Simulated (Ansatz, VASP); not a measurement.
# Pb in VASP and in Ansatz

```
Pb
1.0
     0.00000    2.47500    2.47500
     2.47500    0.00000    2.47500
     2.47500    2.47500    0.00000
Pb
1
Direct
  0.00000 0.00000 0.00000
```

Alike in both runs: task single point; functional PBE; k mesh 8 × 8 × 8; occupations gaussian, width 0.05 eV; no spin polarisation.

```csv
,VASP,Ansatz
version,VASP 6.6.1,Ansatz 0.2.0
potentials or method,"VASP PAW PBE potentials, release 64 (Pb_d), cutoff 520 eV","scalar-relativistic, plane waves, PAW"
valence electrons in the cell,14,14
```

```tsv
	VASP	Ansatz	Ansatz less VASP
gap on the k mesh at the Fermi level (eV)	none	none	-
pressure (GPa)	2.6	2.6	+0.06
```

A gap of «none» marks a metal or a gap that the smearing closes. The functional is the same, so the differences come from potentials, cutoffs and numerics.

Neither program's run includes spin-orbit coupling.
